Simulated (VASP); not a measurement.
Write the native input for VASP 6.6.1 that does the following.

```
Task                   : relaxation of cell and atoms
Functional             : LDA
Potentials or basis    : VASP PAW LDA potentials, release 64 (Cs_sv)
Cutoff                 : 500 eV
k mesh                 : 5 × 5 × 5
Occupations            : fermi-dirac, width 0.1 eV
Spin                   : no spin polarisation
Dipole correction      : no
Further INCAR settings : ALGO = Normal; EDIFF = 1e-07; IBRION = 2; EDIFFG = -0.01; NSW = 80; ISIF = 3
```

The structure of Cs lies in POSCAR:

```
Cs
1.0
    5.2541760000      0.0000000000      0.0000000000
   -1.7513919451      4.9536846583      0.0000000000
   -1.7513919451     -2.4768422128      4.2900168236
Cs
1
Direct
    0.0000000000      0.0000000000      0.0000000000
```

One way to write it, as run:

INCAR

```
PREC = Accurate ; ENCUT = 500
EDIFF = 1E-7 ; ISMEAR = -1
SIGMA = 0.1 ; LREAL = False
LASPH = True ; NELM = 120
ALGO = Normal ; ISIF = 3
LWAVE = False ; LCHARG = False
IBRION = 2 ; NSW = 80
EDIFFG = -0.01 ; GGA_COMPAT = False
NELMIN = 4
```

KPOINTS

```
regular mesh
0
Gamma
  5 5 5
```

Potentials or basis: VASP PAW LDA potentials, release 64 (Cs_sv).

The run is started by

```bash
$ cat potpaw_LDA.64/Cs_sv/POTCAR > POTCAR
$ mpirun -np 1 vasp_std > vasp.out
```

Results of the run:

| Property | Result |
| --- | --- |
| Relaxed volume | 95.05 Å³/atom |
| Relaxed cell | a = 4.980 Å, b = 4.980 Å, c = 4.980 Å, α = 109.47°, β = 109.47°, γ = 109.47° |
| Space group after relaxing (to 0.1 Å) | Im-3m (No. 229) |
| Energy gained by relaxing | 18.0 meV/atom |
| Ionic steps | 4 |
| Pressure after relaxing | 0.0 GPa |
| Band gap on the k mesh | zero (an odd number of electrons rules out a gap without spin polarisation) |

Caveat: spin-orbit coupling is left out, which moves the levels of the heavy elements.

Wall time 25 s on 1 thread of Intel(R) Xeon(R) Platinum 8259CL CPU @ 2.50GHz (Skylake/Cascade Lake) (shared host), peak memory 0.19 GiB.
